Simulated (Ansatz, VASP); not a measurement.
One calculation of CdSe, two programs

```
CELL_PARAMETERS angstrom
0.00000 3.12727 3.12727
3.12727 0.00000 3.12727
3.39455 3.39455 -0.26728
ATOMIC_POSITIONS crystal
Cd 0.00000 0.00000 0.00000
Se 0.75000 0.75000 0.75000
```

Alike in both runs: task single point; functional PBE; k mesh 10 × 10 × 10; occupations gaussian, width 0.05 eV; no spin polarisation.

```csv
,VASP,Ansatz
version,VASP 6.6.1,Ansatz 0.2.0
potentials or method,"VASP PAW PBE potentials, release 64 (Cd, Se), cutoff 520 eV","scalar-relativistic, plane waves, PAW"
valence electrons in the cell,18,36
```

```csv
,VASP,Ansatz,Ansatz less VASP
gap on the k mesh at the Fermi level (eV),0.28,0.29,+0.006
least direct gap on the mesh (eV),0.28,0.29,+0.006
pressure (GPa),-3.9,-4.0,-0.14
"traceless stress, the component that is largest in VASP (GPa)",-1.28,-1.25,+0.034
rms of the force components (eV/Å),0.016,0.024,+0.0083
```

Atom by atom the forces differ by 0.008 eV/Å (rms over components). VASP's potentials hold 18 valence electrons a cell and Ansatz's 36, so a difference there can come from the potentials and not from the codes.
